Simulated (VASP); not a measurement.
# LiNbO3 (R3c) in VASP: a series of runs

The runs below take LiNbO3 through single point, with PBE.

All numbers are computed with VASP 6.6.1; they aren't measurements. Logs are shortened: lines on timing, memory, paths and dates and some standing lists are left out, and cuts for length are marked.

### 1 The cell of the first run

The structure is trigonal, space group R3c (No. 161). Conventional cell: a = 5.151 Å, b = 5.151 Å, c = 13.865 Å, α = 90.00°, β = 90.00°, γ = 120.00°. Li (site symmetry 3) has 6 O at 2.07 to 2.24 Å within 2.7 Å. Within 2.5 Å of Nb (site symmetry 3) lie 6 O at 1.88 to 2.12 Å. Within 2.5 Å of O (site symmetry 1) lie 2 Nb at 1.88 to 2.12 Å and 2 Li at 2.07 to 2.24 Å.

### 2 Single point, PBE

Contents of INCAR:

```
SYSTEM = LiNbO3
PREC = Accurate ; ENCUT = 520
EDIFF = 1E-6 ; ISMEAR = 0
SIGMA = 0.01 ; LREAL = .False.
LASPH = .True. ; NELM = 60
ALGO = Normal ; ISIF = 2
LWAVE = .False. ; LCHARG = .False.
GGA = PE ; NBANDS = 45
```

Contents of KPOINTS:

```
regular mesh
0
Gamma
  4 4 4
  0 0 0
```

Contents of POSCAR:

```
LiNbO3
1.0
    2.5756485575      1.4870513880      4.6218000000
   -2.5756485575      1.4870513880      4.6218000000
    0.0000000000     -2.9741027760      4.6218000000
Li Nb O
2 2 6
Direct
    0.3021000000      0.3021000000      0.3021000000
    0.8021000000      0.8021000000      0.8021000000
    0.0192000000      0.0192000000      0.0192000000
    0.5192000000      0.5192000000      0.5192000000
    0.1311000000      0.3783000000      0.7405000000
    0.7405000000      0.1311000000      0.3783000000
    0.3783000000      0.7405000000      0.1311000000
    0.2405000000      0.8783000000      0.6311000000
    0.8783000000      0.6311000000      0.2405000000
    0.6311000000      0.2405000000      0.8783000000
```

Potentials or basis: VASP PAW PBE potentials, release 64 (Li_sv, Nb_sv, O).

The run is started by

```sh
$ cat potpaw_PBE.64/Li_sv/POTCAR potpaw_PBE.64/Nb_sv/POTCAR potpaw_PBE.64/O/POTCAR > POTCAR
$ mpirun -np 1 vasp_std > vasp.out
```

OUTCAR:

```text
SYSTEM = LiNbO3
   PREC = Accurate
   ENCUT = 520
   EDIFF = 1E-6
   ISMEAR = 0
   LREAL = .False.
   LASPH = .True.
   NELM = 60
   ISIF = 2
   GGA = PE

 ion  position               nearest neighbor table
   1  0.302  0.302  0.302-   8 2.07  10 2.07   9 2.07   5 2.24   7 2.24   6 2.24
   2  0.802  0.802  0.802-   7 2.07   6 2.07   5 2.07   9 2.24   8 2.24  10 2.24
   3  0.019  0.019  0.019-   5 1.88   6 1.88   7 1.88   9 2.12   8 2.12  10 2.12
   4  0.519  0.519  0.519-   9 1.88  10 1.88   8 1.88   5 2.12   7 2.12   6 2.12
   5  0.131  0.378  0.740-   3 1.88   2 2.07   4 2.12   1 2.24
   6  0.740  0.131  0.378-   3 1.88   2 2.07   4 2.12   1 2.24
   7  0.378  0.740  0.131-   3 1.88   2 2.07   4 2.12   1 2.24
   8  0.240  0.878  0.631-   4 1.88   1 2.07   3 2.12   2 2.24
   9  0.878  0.631  0.240-   4 1.88   1 2.07   3 2.12   2 2.24
  10  0.631  0.240  0.878-   4 1.88   1 2.07   3 2.12   2 2.24

  LATTYP: Found a trigonal (rhomboedric) cell.
 ALAT       =     5.4960278895
 COS(alpha) =     0.5607564954

  Lattice vectors:

 A1 = (   2.5756485575,   1.4870513880,   4.6218000000)
 A2 = (  -2.5756485575,   1.4870513880,   4.6218000000)
 A3 = (   0.0000000000,  -2.9741027760,   4.6218000000)

Analysis of symmetry for initial positions (statically):
=====================================================================
 Subroutine PRICEL returns:
 Original cell was already a primitive cell.

 Routine SETGRP: Setting up the symmetry group for a
 trigonal (rhombohedral) supercell.

 Subroutine GETGRP returns: Found  6 space group operations
 (whereof  3 operations were pure point group operations)
 out of a pool of 12 trial point group operations.

The static configuration has the point symmetry C_3 .
 The point group associated with its full space group is C_3v.

Analysis of symmetry for dynamics (positions and initial velocities):
=====================================================================
 Subroutine PRICEL returns:
 Original cell was already a primitive cell.

 Routine SETGRP: Setting up the symmetry group for a
 trigonal (rhombohedral) supercell.

 Subroutine GETGRP returns: Found  6 space group operations
 (whereof  3 operations were pure point group operations)
 out of a pool of 12 trial point group operations.

The dynamic configuration has the point symmetry C_3 .
 The point group associated with its full space group is C_3v.

 Subroutine INISYM returns: Found  6 space group operations
 (whereof  3 operations are pure point group operations),
 and found     1 'primitive' translations

----------------------------------------------------------------------------------------

                                     Primitive cell

  volume of cell :     106.2123

  direct lattice vectors                    reciprocal lattice vectors
     2.575648558  1.487051388  4.621800000     0.194125863  0.112078619  0.072121973
    -2.575648558  1.487051388  4.621800000    -0.194125863  0.112078619  0.072121973
     0.000000000 -2.974102776  4.621800000     0.000000000 -0.224157239  0.072121973

  length of vectors
     5.496027890  5.496027890  5.496027890     0.235474089  0.235474089  0.235474089

  position of ions in fractional coordinates (direct lattice)
     0.302100000  0.302100000  0.302100000
     0.802100000  0.802100000  0.802100000
     0.019200000  0.019200000  0.019200000
     0.519200000  0.519200000  0.519200000
     0.131100000  0.378300000  0.740500000
     0.740500000  0.131100000  0.378300000
     0.378300000  0.740500000  0.131100000
     0.240500000  0.878300000  0.631100000
     0.878300000  0.631100000  0.240500000
     0.631100000  0.240500000  0.878300000

  ion indices of the primitive-cell ions
   primitive index   ion index
                 1           1
                 2           2
                 3           3
                 4           4
                 5           5
                 6           6
                 7           7
                 8           8
                 9           9
                10          10

----------------------------------------------------------------------------------------

 KPOINTS: regular mesh

Automatic generation of k-mesh.
 Grid dimensions read from file:
 generate k-points for:    4    4    4

 Generating k-lattice:

  Cartesian coordinates                     Fractional coordinates (reciprocal lattice)
     0.048531466  0.028019655  0.018030493     0.250000000  0.000000000  0.000000000
    -0.048531466  0.028019655  0.018030493     0.000000000  0.250000000  0.000000000
     0.000000000 -0.056039310  0.018030493     0.000000000  0.000000000  0.250000000

  Length of vectors
     0.058868522  0.058868522  0.058868522

  Shift w.r.t. Gamma in fractional coordinates (k-lattice)
     0.000000000  0.000000000  0.000000000

 Subroutine IBZKPT returns following result:
 ===========================================

 Found     13 irreducible k-points:

 Following reciprocal coordinates:
            Coordinates               Weight
  0.000000  0.000000  0.000000      1.000000
  0.250000  0.000000  0.000000      6.000000
  0.500000  0.000000  0.000000      3.000000
  0.250000  0.250000  0.000000      6.000000
  0.500000  0.250000  0.000000     12.000000
 -0.250000  0.250000  0.000000      6.000000
  0.500000  0.500000  0.000000      3.000000
  0.250000  0.250000  0.250000      2.000000
  0.500000  0.250000  0.250000      6.000000
 -0.250000  0.250000  0.250000      6.000000
  0.500000  0.500000  0.250000      6.000000
 -0.250000  0.500000  0.250000      6.000000
  0.500000  0.500000  0.500000      1.000000
   k-points           NKPTS =     13   k-points in BZ     NKDIM =     13   number of bands    NBANDS=     45
   number of dos      NEDOS =    301   number of ions     NIONS =     10
   total plane-waves  NPLWV =  74088
   dimension x,y,z NGX =    42 NGY =   42 NGZ =   42
   dimension x,y,z NGXF=    84 NGYF=   84 NGZF=   84
   ions per type =               2   2   6
   NGX,Y,Z   is equivalent  to a cutoff of  12.70, 12.70, 12.70 a.u.
   NGXF,Y,Z  is equivalent  to a cutoff of  25.41, 25.41, 25.41 a.u.
 SYSTEM =  LiNbO3
   PREC   = accura    normal or accurate (medium, high low for compatibility)
   ISTART =      0    job   : 0-new  1-cont  2-samecut
   ICHARG =      2    charge: 1-file 2-atom 10-const
   ISPIN  =      1    spin polarized calculation?
   LNONCOLLINEAR =      F non collinear calculations
   LSORBIT =      F    spin-orbit coupling
   LASPH  =      T    aspherical Exc in radial PAW
   ENCUT  =  520.0 eV  38.22 Ry    6.18 a.u.  10.22 10.22 10.22*2*pi/ulx,y,z
   NELM   =     60;   NELMIN=  2; NELMDL= -5     # of ELM steps
   EDIFF  = 0.1E-05   stopping-criterion for ELM
   LREAL  =      F    real-space projection
   EDIFFG = 0.1E-04   stopping-criterion for IOM
   NSW    =      0    number of steps for IOM
   IBRION =     -1    ionic relax: 0-MD 1-quasi-New 2-CG
   NFREE  =      0    steps in history (QN), initial steepest desc. (CG)
   ISIF   =      2    stress and relaxation
   ISYM   =      2    0-nonsym 1-usesym 2-fastsym
   POTIM  = 0.5000    time-step for ionic-motion
   TEBEG  =    0.0;   TEEND  =   0.0 temperature during run
   PSTRESS=    0.0 pullay stress
   NELECT =      68.0000    total number of electrons
   NUPDOWN=      -1.0000    fix difference up-down
   EMIN   =  10.00;   EMAX   =-10.00  energy-range for DOS
   EFERMI =   0.00;   METHOD = LEGACY
   ISMEAR =     0;   SIGMA  =   0.01  broadening in eV -4-tet -1-fermi 0-gaus
   EFERMI_NEDOS =   21; number of points for ismear=-14 and -15
   IALGO  =     38    algorithm
   IMIX   =      4    mixing-type and parameters
     AMIX     =   0.40;   BMIX     =  1.00
     AMIX_MAG =   1.60;   BMIX_MAG =  1.00
  volume/ion in A,a.u.               =      10.62        71.68
  Fermi-wavevector in a.u.,A,eV,Ry     =   1.410976  2.666357 27.087184  1.990852
  Thomas-Fermi vector in A             =   2.532874
   LORBIT       =      0    0 simple, 1 ext, 2 COOP (PROOUT), +10 PAW based schemes
   GGA     = PE    functional components
   LHFCALC =     F    Hartree Fock is set to
   AEXX    =    0.0000 exact exchange contribution
   IVDW    =     0    specifies the selected vdW correction
   LEPSILON=     F    determine dielectric tensor
   LRPA    =     F    only Hartree local field effects (RPA)
 non-spin polarized calculation
 Gauss-broadening in eV      SIGMA  =   0.01
  energy-cutoff  :      520.00
  volume of cell :      106.21
 maximum number of plane-waves:      2904
 NGX is ok and might be reduce to    42
   NGX = 21   NGY = 21   NGZ = 21

 number of electron      68.0000016 magnetization

 Free energy of the ion-electron system (eV)
  ---------------------------------------------------
  ext. energy  EPLUGINS =         0.00000000
  ---------------------------------------------------
  free energy    TOTEN  =       -80.00614981 eV

  energy without entropy =      -80.00614981  energy(sigma->0) =      -80.00614981

 E-fermi :   3.6712     XC(G=0): -10.7978

 val. band max:        3.5510440560   @ k =   0.0000   0.0000   0.0000
 cond. band min:       7.1139137279   @ k =   0.0000   0.0000   0.0000
 fundamental gap:      3.5628696719
 Fermi energy:         3.6711696978

 k-point     1 :       0.0000    0.0000    0.0000
  band No.  band energies     occupation
      1     -50.6112      2.00000
      2     -50.5958      2.00000
      3     -39.0630      2.00000
      4     -39.0605      2.00000
      5     -26.9169      2.00000
      6     -26.9169      2.00000
[... 37 lines left out ...]
     44      13.6299      0.00000
     45      13.7504      0.00000

 k-point     2 :       0.2500    0.0000    0.0000
  band No.  band energies     occupation
      1     -50.6089      2.00000
      2     -50.5980      2.00000
      3     -39.0627      2.00000
      4     -39.0609      2.00000
      5     -26.8971      2.00000
      6     -26.8944      2.00000
[... 520 lines left out ...]
 k-point    13 :       0.5000    0.5000    0.5000
  band No.  band energies     occupation
      1     -50.6035      2.00000
      2     -50.6035      2.00000
      3     -39.0618      2.00000
      4     -39.0618      2.00000
      5     -26.8378      2.00000
      6     -26.8378      2.00000
[... 37 lines left out ...]
     44      12.6665      0.00000
     45      12.7547      0.00000

------------------------ aborting loop because EDIFF is reached ----------------------------------------

  FORCE on cell =-STRESS in cart. coord.  units (eV):
  Direction    XX          YY          ZZ          XY          YZ          ZX
  --------------------------------------------------------------------------------------
  -------------------------------------------------------------------------------------
  Total        2.8015349      2.8015349      2.8220925      0.0000000     -0.0000000      0.0000000
  in kB       42.2602091     42.2602091     42.5703137      0.0000000     -0.0000000      0.0000000
  external PRESSURE =      42.3635773 kB  Pullay stress =       0.0000000 kB

 VOLUME and BASIS-vectors are now :
 -----------------------------------------------------------------------------
  energy-cutoff  :      520.00
  volume of cell :      106.21
      direct lattice vectors                 reciprocal lattice vectors
     2.575648558  1.487051388  4.621800000     0.194125863  0.112078619  0.072121973
    -2.575648558  1.487051388  4.621800000    -0.194125863  0.112078619  0.072121973
     0.000000000 -2.974102776  4.621800000     0.000000000 -0.224157239  0.072121973

 POSITION                                       TOTAL-FORCE (eV/Angst)
 -----------------------------------------------------------------------------------
      0.00000      0.00000      4.18874        -0.000000     -0.000000     -0.029068
      0.00000      0.00000     11.12144        -0.000000     -0.000000     -0.029068
      0.00000      0.00000      0.26622        -0.000000     -0.000000     -0.024071
      0.00000      0.00000      7.19892        -0.000000     -0.000000     -0.024071
     -0.63670     -1.44482      5.77679        -0.160491      0.117658      0.017713
      1.56960      0.17101      5.77679        -0.021649     -0.197818      0.017713
     -0.93290      1.27381      5.77679         0.182140      0.080160      0.017713
     -1.64275     -0.21324      8.08769        -0.182140      0.080160      0.017713
      0.63670      1.52928      8.08769         0.160491      0.117658      0.017713
      1.00605     -1.31604      8.08769         0.021649     -0.197818      0.017713
 -----------------------------------------------------------------------------------
    total drift:                               -0.000000      0.000001      0.000524

  FREE ENERGIE OF THE ION-ELECTRON SYSTEM (eV)
  ---------------------------------------------------
  free  energy   TOTEN  =       -80.0061498098 eV

  energy  without entropy=      -80.0061498098  energy(sigma->0) =      -80.00614981
```

It took 86 s on 1 thread of Intel Xeon Platinum 8259CL at 2.50GHz (Skylake/Cascade Lake), shared host; peak memory 0.27 GiB.

Results:

* Free energy: -80.0061 eV
* Largest force: 0.200 eV/Å
* Band gap on the k mesh: 3.56 eV, direct

Forces in eV/Å, atoms in the order of the input:
```
Li   0.000  0.000 -0.029
Li   0.000  0.000 -0.029
Nb   0.000  0.000 -0.024
Nb   0.000  0.000 -0.024
O   -0.160  0.118  0.018
O   -0.022 -0.198  0.018
O    0.182  0.080  0.018
O   -0.182  0.080  0.018
O    0.160  0.118  0.018
O    0.022 -0.198  0.018
```

Caveat: the cutoff is under 1.25 times the usual one of these potentials, so pressure, stress and relaxed cells hold a basis-set (Pulay) error.

[end of part 1 of 2]
